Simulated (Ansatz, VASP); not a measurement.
# One calculation of AlRu, two programs

File INCAR:

```
PREC = Accurate ; ENCUT = 520
EDIFF = 1E-6 ; ISMEAR = -1
SIGMA = 0.1 ; LREAL = F
LASPH = T ; NELM = 80
ALGO = Normal ; ISIF = 2
LWAVE = F ; LCHARG = F
GGA = PE ; NBANDS = 16
```

Contents of KPOINTS:

```
Automatic mesh
0
Gamma
  14 14 14
```

File POSCAR:

```
AlRu
1.0
    0.0000000000      2.3141494222      2.3141494222
    2.3141494222      0.0000000000      2.3141494222
    2.3141494222      2.3141494222      0.0000000000
Ru Al
1 1
Direct
    0.0000000000      0.0000000000      0.0000000000
    0.5000000000      0.5000000000      0.5000000000
```

Input for Ansatz:

```yaml
crystal:
  lattice:
    - [0.0, 2.3141494222, 2.3141494222]
    - [2.3141494222, 0.0, 2.3141494222]
    - [2.3141494222, 2.3141494222, 0.0]
  atoms:
    - { symbol: Ru, position: [0.0, 0.0, 0.0] }
    - { symbol: Al, position: [0.5, 0.5, 0.5] }
kpoints:
  mp_grid: { grid: [14, 14, 14] }
scf:
  occupations: { method: fermi_dirac, width: 0.1 }
hamiltonian:
  xc: pbe
  pseudopotentials: { kind: all_electron, lapw: { basis_error: 0.001 } }
output:
  forces: true
  stress: true
  eigenvalues: true
  populations: true
```

Change from the starting cell: volume scaled by 0.8, LAPW.

Alike in both runs: task single point; functional PBE; k mesh 14 × 14 × 14; occupations fermi-dirac, width 0.1 eV; no spin polarisation.

|  | VASP | Ansatz |
| --- | --- | --- |
| version | VASP 6.6.1 | Ansatz 0.2.0 |
| potentials or method | VASP PAW PBE potentials, release 64 (Ru_pv, Al), cutoff 520 eV | all-electron LAPW, scalar-relativistic |

|  | VASP | Ansatz | Ansatz less VASP |
| --- | --- | --- | --- |
| pressure (GPa) | 51.3 | 50.8 | -0.48 |

Both programs put the cell under a high pressure, so it lies far from rest at this level. Ansatz ran all-electron here, and VASP with PAW potentials.
